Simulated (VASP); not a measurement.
# Co (Fm-3m) in VASP: notebook

Co is run at these levels: PBE; tasks: single point.

All numbers are computed with VASP 6.6.1; they aren't measurements. Logs are shortened: lines on timing, memory, paths and dates and some standing lists are left out, and cuts for length are marked.

## (1) The cell of the first run

The structure is cubic, space group Fm-3m (No. 225). The conventional cell has a = 3.628 Å, b = 3.628 Å, c = 3.628 Å, α = 90.00°, β = 90.00°, γ = 90.00°. Within 3.4 Å of Co (site symmetry m-3m) lie 12 Co at 2.57 Å.

## (2) Single point, PBE, collinear spin, zero start

The input, INCAR:

```
  ALGO = Normal
  EDIFF = 1E-7
  ENCUT = 520
  GGA = PE
  ISIF = 2
  ISMEAR = -1
  ISPIN = 2
  LASPH = True
  LCHARG = True
  LELF = True
  LMAXMIX = 4
  LORBIT = 11
  LREAL = False
  LVHAR = True
  LWAVE = False
  MAGMOM = 0
  NBANDS = 14
  NELM = 150
  NUPDOWN = 0.0
  PREC = Accurate
  SIGMA = 0.1
```

The input, KPOINTS:

```
k-points
0
Gamma
  11 11 11
```

The input, POSCAR:

```
Co
1.0
    0.0000000000      1.8140000000      1.8140000000
    1.8140000000      0.0000000000      1.8140000000
    1.8140000000      1.8140000000      0.0000000000
Co
1
Direct
    0.0000000000      0.0000000000      0.0000000000
```

Potentials or basis: VASP PAW PBE potentials, release 64 (Co).

Run with:

```
$ cat potpaw_PBE.64/Co/POTCAR > POTCAR
$ mpirun -np 1 vasp_std > vasp.out
```

OUTCAR:

```text
EDIFF = 1E-7
   ENCUT = 520
   GGA = PE
   ISIF = 2
   ISMEAR = -1
   ISPIN = 2
   LASPH = True
   LORBIT = 11
   LREAL = False
   NELM = 150
   NUPDOWN = 0.0
   PREC = Accurate

 ion  position               nearest neighbor table
   1  0.000  0.000  0.000-

  LATTYP: Found a face centered cubic cell.
 ALAT       =     3.6280000000

  Lattice vectors:

 A1 = (   0.0000000000,   1.8140000000,   1.8140000000)
 A2 = (   1.8140000000,   0.0000000000,   1.8140000000)
 A3 = (   1.8140000000,   1.8140000000,   0.0000000000)

Analysis of symmetry for initial positions (statically):
=====================================================================
 Subroutine PRICEL returns:
 Original cell was already a primitive cell.

 Routine SETGRP: Setting up the symmetry group for a
 face centered cubic supercell.

 Subroutine GETGRP returns: Found 48 space group operations
 (whereof 48 operations were pure point group operations)
 out of a pool of 48 trial point group operations.

The static configuration has the point symmetry O_h .

Analysis of symmetry for dynamics (positions and initial velocities):
=====================================================================
 Subroutine PRICEL returns:
 Original cell was already a primitive cell.

 Routine SETGRP: Setting up the symmetry group for a
 face centered cubic supercell.

 Subroutine GETGRP returns: Found 48 space group operations
 (whereof 48 operations were pure point group operations)
 out of a pool of 48 trial point group operations.

The dynamic configuration has the point symmetry O_h .

Analysis of structural, dynamic, and magnetic symmetry:
=====================================================================
 Subroutine PRICEL returns:
 Original cell was already a primitive cell.

 Routine SETGRP: Setting up the symmetry group for a
 face centered cubic supercell.

 Subroutine GETGRP returns: Found 48 space group operations
 (whereof 48 operations were pure point group operations)
 out of a pool of 48 trial point group operations.

The overall configuration has the point symmetry O_h .

 Subroutine INISYM returns: Found 48 space group operations
 (whereof 48 operations are pure point group operations),
 and found     1 'primitive' translations

----------------------------------------------------------------------------------------

                                     Primitive cell

  volume of cell :      11.9383

  direct lattice vectors                    reciprocal lattice vectors
     0.000000000  1.814000000  1.814000000    -0.275633958  0.275633958  0.275633958
     1.814000000  0.000000000  1.814000000     0.275633958 -0.275633958  0.275633958
     1.814000000  1.814000000  0.000000000     0.275633958  0.275633958 -0.275633958

  length of vectors
     2.565383402  2.565383402  2.565383402     0.477412020  0.477412020  0.477412020

  position of ions in fractional coordinates (direct lattice)
     0.000000000  0.000000000  0.000000000

  ion indices of the primitive-cell ions
   primitive index   ion index
                 1           1

----------------------------------------------------------------------------------------

 KPOINTS: k-points

Automatic generation of k-mesh.
 Grid dimensions read from file:
 generate k-points for:   11   11   11

 Generating k-lattice:

  Cartesian coordinates                     Fractional coordinates (reciprocal lattice)
    -0.025057633  0.025057633  0.025057633     0.090909091  0.000000000  0.000000000
     0.025057633 -0.025057633  0.025057633     0.000000000  0.090909091  0.000000000
     0.025057633  0.025057633 -0.025057633     0.000000000  0.000000000  0.090909091

  Length of vectors
     0.043401093  0.043401093  0.043401093

  Shift w.r.t. Gamma in fractional coordinates (k-lattice)
     0.000000000  0.000000000  0.000000000

 Subroutine IBZKPT returns following result:
 ===========================================

 Found     56 irreducible k-points:

 Following reciprocal coordinates:
            Coordinates               Weight
  0.000000  0.000000  0.000000      1.000000
  0.090909  0.000000  0.000000      8.000000
  0.181818  0.000000  0.000000      8.000000
  0.272727  0.000000  0.000000      8.000000
  0.363636  0.000000  0.000000      8.000000
  0.454545  0.000000  0.000000      8.000000
[... 16 lines left out ...]
 -0.272727  0.181818  0.000000     24.000000
 -0.181818  0.181818  0.000000     12.000000
 [... further k-points ...]
   k-points           NKPTS =     56   k-points in BZ     NKDIM =     56   number of bands    NBANDS=     14
   number of dos      NEDOS =    301   number of ions     NIONS =      1
   total plane-waves  NPLWV =   8000
   dimension x,y,z NGX =    20 NGY =   20 NGZ =   20
   dimension x,y,z NGXF=    40 NGYF=   40 NGZF=   40
   ions per type =               1
   NGX,Y,Z   is equivalent  to a cutoff of  12.96, 12.96, 12.96 a.u.
   NGXF,Y,Z  is equivalent  to a cutoff of  25.92, 25.92, 25.92 a.u.
 SYSTEM =  unknown system
   PREC   = accura    normal or accurate (medium, high low for compatibility)
   ISTART =      0    job   : 0-new  1-cont  2-samecut
   ICHARG =      2    charge: 1-file 2-atom 10-const
   ISPIN  =      2    spin polarized calculation?
   LNONCOLLINEAR =      F non collinear calculations
   LSORBIT =      F    spin-orbit coupling
   LASPH  =      T    aspherical Exc in radial PAW
   ENCUT  =  520.0 eV  38.22 Ry    6.18 a.u.   4.77  4.77  4.77*2*pi/ulx,y,z
   NELM   =    150;   NELMIN=  2; NELMDL= -5     # of ELM steps
   EDIFF  = 0.1E-06   stopping-criterion for ELM
   LREAL  =      F    real-space projection
   EDIFFG = 0.1E-05   stopping-criterion for IOM
   NSW    =      0    number of steps for IOM
   IBRION =     -1    ionic relax: 0-MD 1-quasi-New 2-CG
   NFREE  =      0    steps in history (QN), initial steepest desc. (CG)
   ISIF   =      2    stress and relaxation
   ISYM   =      2    0-nonsym 1-usesym 2-fastsym
   POTIM  = 0.5000    time-step for ionic-motion
   TEBEG  =    0.0;   TEEND  =   0.0 temperature during run
   PSTRESS=    0.0 pullay stress
   NELECT =       9.0000    total number of electrons
   NUPDOWN=       0.0000    fix difference up-down
   EMIN   =  10.00;   EMAX   =-10.00  energy-range for DOS
   EFERMI =   0.00;   METHOD = LEGACY
   ISMEAR =    -1;   SIGMA  =   0.10  broadening in eV -4-tet -1-fermi 0-gaus
   EFERMI_NEDOS =   21; number of points for ismear=-14 and -15
   IALGO  =     38    algorithm
   IMIX   =      4    mixing-type and parameters
     AMIX     =   0.40;   BMIX     =  1.00
     AMIX_MAG =   1.60;   BMIX_MAG =  1.00
  volume/ion in A,a.u.               =      11.94        80.56
  Fermi-wavevector in a.u.,A,eV,Ry     =   1.489962  2.815619 30.204734  2.219985
  Thomas-Fermi vector in A             =   2.602804
   LORBIT       =     11    0 simple, 1 ext, 2 COOP (PROOUT), +10 PAW based schemes
   GGA     = PE    functional components
   LHFCALC =     F    Hartree Fock is set to
   AEXX    =    0.0000 exact exchange contribution
   IVDW    =     0    specifies the selected vdW correction
   LEPSILON=     F    determine dielectric tensor
   LRPA    =     F    only Hartree local field effects (RPA)
 spin polarized calculation
  energy-cutoff  :      520.00
  volume of cell :       11.94
 maximum number of plane-waves:       331
   NGX =  9   NGY =  9   NGZ =  9

 number of electron       9.0000000 magnetization      -0.0000000

 number of electron       9.0000000 magnetization       0.0000000

 Free energy of the ion-electron system (eV)
  ---------------------------------------------------
  ext. energy  EPLUGINS =         0.00000000
  ---------------------------------------------------
  free energy    TOTEN  =        -6.72258712 eV

  energy without entropy =       -6.62397818  energy(sigma->0) =       -6.67328265

 E-fermi :   8.7341     XC(G=0): -12.8676

 val. band max:        8.7277465318   @ k =   0.4545   0.3636   0.0000
 cond. band min:       8.7368234170   @ k =  -0.3636   0.2727   0.0000
 fundamental gap:      0.0090768853
 Fermi energy:         8.7340865414

 spin component 1

 k-point     1 :       0.0000    0.0000    0.0000
  band No.  band energies     occupation
      1       0.5905      1.00000
      2       7.1971      1.00000
      3       7.1971      1.00000
      4       7.1971      1.00000
      5       8.2794      0.98951
      6       8.2794      0.98951
      7      31.0913      0.00000
      8      34.9923      0.00000
      9      34.9923      0.00000
     10      34.9923      0.00000
     11      37.8526      0.00000
     12      37.8526      0.00000
     13      37.8526      0.00000
     14      40.4380      0.00000

 k-point     2 :       0.0909    0.0000    0.0000
  band No.  band energies     occupation
      1       0.8952      1.00000
      2       7.1119      1.00000
      3       7.2660      1.00000
      4       7.2660      1.00000
      5       8.2513      0.99206
      6       8.2513      0.99206
      7      30.0063      0.00000
      8      32.5930      0.00000
      9      34.4367      0.00000
     10      34.4367      0.00000
     11      38.7035      0.00000
     12      38.7035      0.00000
     13      38.8179      0.00000
     14      43.0887      0.00000
[... 343 lines left out ...]
      1       4.6884      1.00000
      2       6.5850      1.00000
      3       6.9788      1.00000
      4       7.6740      0.99998
      5       8.2592      0.99141
      6       9.8170      0.00002
      7      19.9543      0.00000
      8      23.7690      0.00000
      9      31.8435      0.00000
     10      32.0982      0.00000
     11      38.0985      0.00000
     12      39.0887      0.00000
     13      43.3925      0.00000
     14      45.7087      0.00000

 k-point    24 :      -0.1818    0.1818    0.0000
  band No.  band energies     occupation
      1       3.5024      1.00000
      2       6.5749      1.00000
      3       7.2505      1.00000
      4       7.8282      0.99988
      5       7.8448      0.99986
      6       9.0608      0.03671
      7      23.6826      0.00000
      8      24.3870      0.00000
      9      33.4914      0.00000
     10      34.5766      0.00000
     11      36.2933      0.00000
     12      39.2351      0.00000
     13      40.0329      0.00000
     14      44.8681      0.00000

 [... further k-points ...]

 spin component 2

 k-point     1 :       0.0000    0.0000    0.0000
  band No.  band energies     occupation
      1       0.5905      1.00000
      2       7.1971      1.00000
      3       7.1971      1.00000
      4       7.1971      1.00000
      5       8.2794      0.98951
      6       8.2794      0.98951
      7      31.0913      0.00000
      8      34.9923      0.00000
      9      34.9923      0.00000
     10      34.9923      0.00000
     11      37.8526      0.00000
     12      37.8526      0.00000
     13      37.8526      0.00000
     14      40.4380      0.00000

 k-point     2 :       0.0909    0.0000    0.0000
  band No.  band energies     occupation
      1       0.8952      1.00000
      2       7.1119      1.00000
      3       7.2660      1.00000
      4       7.2660      1.00000
      5       8.2513      0.99206
      6       8.2513      0.99206
      7      30.0063      0.00000
      8      32.5930      0.00000
      9      34.4367      0.00000
     10      34.4367      0.00000
     11      38.7035      0.00000
     12      38.7035      0.00000
     13      38.8179      0.00000
     14      43.0887      0.00000
[... 343 lines left out ...]
      1       4.6884      1.00000
      2       6.5850      1.00000
      3       6.9788      1.00000
      4       7.6740      0.99998
      5       8.2592      0.99141
      6       9.8170      0.00002
      7      19.9543      0.00000
      8      23.7690      0.00000
      9      31.8435      0.00000
     10      32.0982      0.00000
     11      38.0985      0.00000
     12      39.0887      0.00000
     13      43.3925      0.00000
     14      45.7087      0.00000

 k-point    24 :      -0.1818    0.1818    0.0000
  band No.  band energies     occupation
      1       3.5024      1.00000
      2       6.5749      1.00000
      3       7.2505      1.00000
      4       7.8282      0.99988
      5       7.8448      0.99986
      6       9.0608      0.03671
      7      23.6826      0.00000
      8      24.3870      0.00000
      9      33.4914      0.00000
     10      34.5766      0.00000
     11      36.2933      0.00000
     12      39.2351      0.00000
     13      40.0329      0.00000
     14      44.8681      0.00000

 [... further k-points ...]

------------------------ aborting loop because EDIFF is reached ----------------------------------------

  FORCE on cell =-STRESS in cart. coord.  units (eV):
  Direction    XX          YY          ZZ          XY          YZ          ZX
  --------------------------------------------------------------------------------------
  -------------------------------------------------------------------------------------
  Total       -1.9017052     -1.9017052     -1.9017052      0.0000000      0.0000000      0.0000000
  in kB     -255.2183686   -255.2183686   -255.2183686      0.0000000      0.0000000      0.0000000
  external PRESSURE =    -255.2183686 kB  Pullay stress =       0.0000000 kB

 VOLUME and BASIS-vectors are now :
 -----------------------------------------------------------------------------
  energy-cutoff  :      520.00
  volume of cell :       11.94
      direct lattice vectors                 reciprocal lattice vectors
     0.000000000  1.814000000  1.814000000    -0.275633958  0.275633958  0.275633958
     1.814000000  0.000000000  1.814000000     0.275633958 -0.275633958  0.275633958
     1.814000000  1.814000000  0.000000000     0.275633958  0.275633958 -0.275633958

 POSITION                                       TOTAL-FORCE (eV/Angst)
 -----------------------------------------------------------------------------------
      0.00000      0.00000      0.00000         0.000000      0.000000     -0.000000
 -----------------------------------------------------------------------------------
    total drift:                                0.000000      0.000000      0.000000

  FREE ENERGIE OF THE ION-ELECTRON SYSTEM (eV)
  ---------------------------------------------------
  free  energy   TOTEN  =        -6.7225871222 eV

  energy  without entropy=       -6.6239781811  energy(sigma->0) =       -6.67328265

 total charge

# of ion       s       p       d       tot
------------------------------------------
    1        0.444   0.434   7.227   8.105

 magnetization (x)

# of ion       s       p       d       tot
------------------------------------------
    1       -0.000   0.000  -0.000  -0.000
```

Run time: 31 s. Hardware: 1 thread of Intel Xeon Platinum 8259CL at 2.50GHz (Skylake/Cascade Lake), shared host; peak memory 0.14 GiB.

Results:

```yaml
Free_energy: -6.7226 eV
Pressure: -25.5 GPa
Net_moment: 0.00 μB per cell
Valence_electrons_inside_the_program's_atomic_spheres: Co 8.11
```

Caveat: the total moment is fixed, so each spin has its own Fermi level.

## (3) Single point, PBE, collinear spin, ferromagnetic start

The input, INCAR:

```
PREC = Accurate ; ENCUT = 520
EDIFF = 1E-7 ; ISMEAR = -1
SIGMA = 0.1 ; LREAL = False
LASPH = True ; NELM = 150
ALGO = Normal ; ISIF = 2
LWAVE = False ; LCHARG = False
ISPIN = 2 ; MAGMOM = 3
LORBIT = 11 ; LMAXMIX = 4
GGA = PE ; NBANDS = 14
```

The input, KPOINTS:

```
regular mesh
0
Gamma
  11 11 11
```

POSCAR is that of step 2.

Potentials or basis: VASP PAW PBE potentials, release 64 (Co).

Run with:

```
$ cat potpaw_PBE.64/Co/POTCAR > POTCAR
$ mpirun -np 1 vasp_std > vasp.out
```

Run time: 30 s. Hardware: 1 thread of Intel Xeon Platinum 8259CL at 2.50GHz (Skylake/Cascade Lake), shared host; peak memory 0.14 GiB.

It converged, with:

```
Free energy                                           : -6.9791 eV
Pressure                                              : -15.7 GPa
Net moment                                            : 1.68 μB per cell
Site moments                                          : Co +1.71 μB
Valence electrons inside the program's atomic spheres : Co 8.10
```

Levels at points of the mesh, in eV from the Fermi level:
Spin up:
| k point | band 3 | band 4 | band 5 | band 6 | band 7 | band 8 |
| --- | --- | --- | --- | --- | --- | --- |
| (0.00, 0.00, 0.00) | -2.60 | -2.60 | -1.74 | -1.74 | 22.21 | 25.83 |
Spin down:
```
           k point  band 1  band 2  band 3  band 4  band 5  band 6  band 7  band 8  band 9
(0.00, 0.00, 0.00)   -8.48   -1.00   -1.00   -1.00    0.30    0.30   21.86   26.01   26.01
```

## (4) Single point, PBE, collinear spin, ferromagnetic start

The input, INCAR:

```
ALGO = Normal
EDIFF = 1E-6
ENCUT = 520
GGA = PE
ISIF = 2
ISMEAR = -1
ISPIN = 2
LASPH = T
LCHARG = F
LMAXMIX = 4
LORBIT = 11
LREAL = F
LWAVE = F
MAGMOM = 0.85
NBANDS = 14
NELM = 150
NUPDOWN = 0.85
PREC = Accurate
SIGMA = 0.1
```

The input, KPOINTS:

```
k-points
0
Gamma
  11 11 11
```

POSCAR is that of step 3.

Run with:

```
$ cat potpaw_PBE.64/Co/POTCAR > POTCAR
$ mpirun -np 1 vasp_std > vasp.out
```

Wall time 26 s (1 thread of Intel Xeon Platinum 8259CL at 2.50GHz (Skylake/Cascade Lake), shared host); peak memory 0.13 GiB.

Results (log left out):

| Quantity | Value |
| --- | --- |
| Free energy | -6.8058 eV |
| Pressure | -23.0 GPa |
| Net moment | 0.85 μB per cell |
| Site moments | Co +0.88 μB |
| Valence electrons inside the program's atomic spheres | Co 8.11 |

Caveat: the total moment is fixed, so each spin has its own Fermi level.

## (5) Single point, PBE, collinear spin, ferromagnetic start

The input, INCAR:

```
SYSTEM = Co
PREC = Accurate
ENCUT = 520
EDIFF = 1E-7
ISMEAR = -1
SIGMA = 0.1
LREAL = .False.
LASPH = .True.
NELM = 150
ALGO = Normal
ISIF = 2
LWAVE = .False.
LCHARG = .True.
ISPIN = 2
MAGMOM = 1.7
LORBIT = 11
NUPDOWN = 1.7
LMAXMIX = 4
GGA = PE
LELF = .True.
LVHAR = .True.
NBANDS = 14
```

The input, KPOINTS:

```
Automatic mesh
0
Gamma
  11 11 11
  0 0 0
```

POSCAR is that of step 4.

Run with:

```
$ cat potpaw_PBE.64/Co/POTCAR > POTCAR
$ mpirun -np 1 vasp_std > vasp.out
```

Wall time 29 s (1 thread of Intel Xeon Platinum 8259CL at 2.50GHz (Skylake/Cascade Lake), shared host); peak memory 0.14 GiB.

Results (log left out):

```
Free energy                                           : -6.9789 eV
Pressure                                              : -15.3 GPa
Net moment                                            : 1.70 μB per cell
Site moments                                          : Co +1.73 μB
Valence electrons inside the program's atomic spheres : Co 8.10
```

Caveat: the total moment is fixed, so each spin has its own Fermi level.

## (6) The runs side by side

```tsv
spin	fixed moment (μB)	pressure (GPa)	moment (μB)
collinear, zero start	0.0	-25.5	0.00
collinear, ferromagnetic start	-	-15.7	1.68
collinear, ferromagnetic start	0.85	-23.0	0.85
collinear, ferromagnetic start	1.7	-15.3	1.70
```

Alike in all rows: task single point; level PBE; potentials or basis VASP PAW PBE potentials, release 64 (Co); cell as given; k mesh 11 × 11 × 11; cutoff (eV) 520; smearing fermi-dirac 0.1 eV.

Caveats: the total moment is fixed, so each spin has its own Fermi level (some runs).

Total energies depend on the potentials used, so only differences within one code and one set of settings carry meaning.
